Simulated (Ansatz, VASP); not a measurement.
## One calculation of Pt, two programs

```
Pt
1.0
     0.00000    1.94572    1.94572
     1.94572    0.00000    1.94572
     1.94572    1.94572    0.00000
Pt
1
Cartesian
  0.0000 0.0000 0.0000
```

Alike in both runs: functional LDA; k mesh 8 × 8 × 8; occupations gaussian, width 0.1 eV; no spin polarisation.

Ansatz relaxed the structure, and its values are those at the end. VASP's run is a single point on that final structure, the one shown.

```csv
,VASP,Ansatz
version,VASP 6.6.1,Ansatz 0.2.0
potentials or method,"VASP PAW LDA potentials, release 64 (Pt), cutoff 500 eV","scalar-relativistic, plane waves, PAW"
valence electrons in the cell,10,18
```

|  | VASP | Ansatz | Ansatz less VASP |
| --- | --- | --- | --- |
| gap on the k mesh at the Fermi level (eV) | none | none | - |
| pressure (GPa) | 0.7 | 0.0 | -0.73 |

LDA's correlation is that of Perdew and Zunger in VASP and of Perdew and Wang (1992) in Ansatz. A gap of «none» marks a metal or a gap that the smearing closes. VASP's potentials hold 10 valence electrons a cell and Ansatz's 18, so a difference there can come from the potentials and not from the codes.

Spin-orbit coupling is off throughout.
